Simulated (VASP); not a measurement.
Bi: single point with PBE

Bi:

```
Bi
1.0
     3.12916    0.00000    0.00000
    -1.56458    2.70993    0.00000
     0.00000    0.00000    5.08456
Bi
2
Direct
  0.33333 0.66667 0.25000
  0.66667 0.33333 0.75000
```

This cell differs from its parent crystal: volume scaled by 0.68.

```yaml
Program: VASP 6.6.1
Task: single point
Functional: PBE
Potentials_or_basis: VASP PAW PBE potentials, release 64 (Bi_d)
Cutoff: 520 eV
k_mesh: 14 × 14 × 8
Occupations: fermi-dirac, width 0.05 eV
Spin: no spin polarisation
Dipole_correction: no
Further_INCAR_settings: ALGO = Normal; EDIFF = 1e-07; NBANDS = 22
```

```json
{
  "Pressure": "48.9 GPa",
  "Band gap on the k mesh": "zero (band 15 reaches 19.71 eV, above the bottom of band 16 at 9.52 eV)"
}
```

Stress tensor (GPa, compression positive):
```
49.00  0.00  0.00
 0.00 49.00  0.00
 0.00  0.00 48.79
```

Levels at points of the mesh, in eV from the Fermi level:
| k point | band 13 | band 14 | band 15 | band 16 | band 17 | band 18 |
| --- | --- | --- | --- | --- | --- | --- |
| (0.00, 0.00, 0.00) | -7.97 | 5.00 | 5.00 | 7.53 | 7.53 | 7.90 |
| (0.50, 0.00, 0.00) | -5.70 | -4.19 | -3.13 | -0.22 | 0.14 | 5.07 |
| (0.00, 0.00, 0.50) | -0.98 | -0.98 | 6.17 | 6.17 | 6.17 | 6.17 |
| (0.50, 0.00, 0.50) | -7.28 | -7.28 | 2.03 | 2.03 | 2.47 | 2.47 |

It took 100 s on 1 thread of AMD EPYC 9R45 (Zen 5) (shared host), peak memory 0.18 GiB.

Caveat: spin-orbit coupling is left out, which moves the levels of the heavy elements.
